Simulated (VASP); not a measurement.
Write the native input for VASP 6.6.1 that does the following.

| Item | Value |
| --- | --- |
| Task | electric field gradients |
| Functional | PBEsol |
| Potentials or basis | VASP PAW PBE potentials, release 64 (Hf_pv) |
| Cutoff | 520 eV |
| k mesh | 16 × 16 × 16 |
| Occupations | fermi-dirac, width 0.03 eV |
| Spin | no spin polarisation |
| Dipole correction | no |
| Further INCAR settings | ALGO = Normal; EDIFF = 1e-08; NBANDS = 11 |

The structure of Hf lies in POSCAR:

```
Hf
1.0
    0.0000000000      2.2347024152      2.2347024152
    2.2347024152      0.0000000000      2.2347024152
    2.2347024152      2.2347024152      0.0000000000
Hf
1
Direct
    0.0000000000      0.0000000000      0.0000000000
```

This isn't the form of Hf at room conditions, which is hcp.

One way to write it, as run:

INCAR

```
SYSTEM = Hf
PREC = Accurate ; ENCUT = 520
EDIFF = 1E-8 ; ISMEAR = -1
SIGMA = 0.03 ; LREAL = .False.
LASPH = .True. ; NELM = 60
ALGO = Normal ; ISIF = 2
LWAVE = .False. ; LCHARG = .False.
GGA = PS ; LEFG = .True.
NBANDS = 11
```

KPOINTS

```
Automatic mesh
0
Gamma
  16 16 16
  0 0 0
```

Potentials or basis: VASP PAW PBE potentials, release 64 (Hf_pv).

Command:

```bash
$ cat potpaw_PBE.64/Hf_pv/POTCAR > POTCAR
$ mpirun -np 1 vasp_std > vasp.out
```

It gave:

The pressure is -4.0 GPa, the band gap on the k mesh is zero (bands 5 and 6 overlap by 1.78 eV) and the largest electric field gradient by atom is under 0.05 V/Å² on every atom.

Caveat: the cell stands under tension; the PAW data sets were made with another functional, which shifts forces and pressure a little; spin-orbit coupling is left out, which moves the levels of the heavy elements.

Run time: 38 s on 1 thread of Intel Xeon 8259CL, on a shared host, peak memory 0.16 GiB.
